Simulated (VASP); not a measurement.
A run of VASP 6.6.1 is set up as follows.

File INCAR:

```
ALGO     = Normal         # electronic algorithm
EDIFF    = 1E-6           # SCF threshold, eV
ENCUT    = 520            # plane-wave cutoff, eV
ISIF     = 2              # what is computed and relaxed
ISMEAR   = -1             # smearing method
LASPH    = True           # aspherical terms in the spheres
LCHARG   = True           # write CHGCAR
LELF     = True           # ELF
LREAL    = False          # projectors in reciprocal space
LVHAR    = True         
LWAVE    = False          # write WAVECAR
NBANDS   = 16             # bands
NELM     = 80             # most SCF steps
PREC     = Accurate       # precision mode
SIGMA    = 0.08           # smearing width, eV
```

KPOINTS

```
k-points
0
Gamma
  17 17 17
```

POSCAR

```
TiN
1.0
    0.0000000000      1.9363514904      1.9363514904
    1.9363514904      0.0000000000      1.9363514904
    1.9363514904      1.9363514904      0.0000000000
Ti N
1 1
Direct
    0.0000000000      0.0000000000      0.0000000000
    0.5000000000      0.5000000000      0.5000000000
```

Potentials or basis: VASP PAW LDA potentials, release 64 (Ti_sv, N).

Run with:

```sh
$ cat potpaw_LDA.64/Ti_sv/POTCAR potpaw_LDA.64/N/POTCAR > POTCAR
$ mpirun -np 1 vasp_std > vasp.out
```

Q: Predict the pressure.

A: 115.4 GPa.
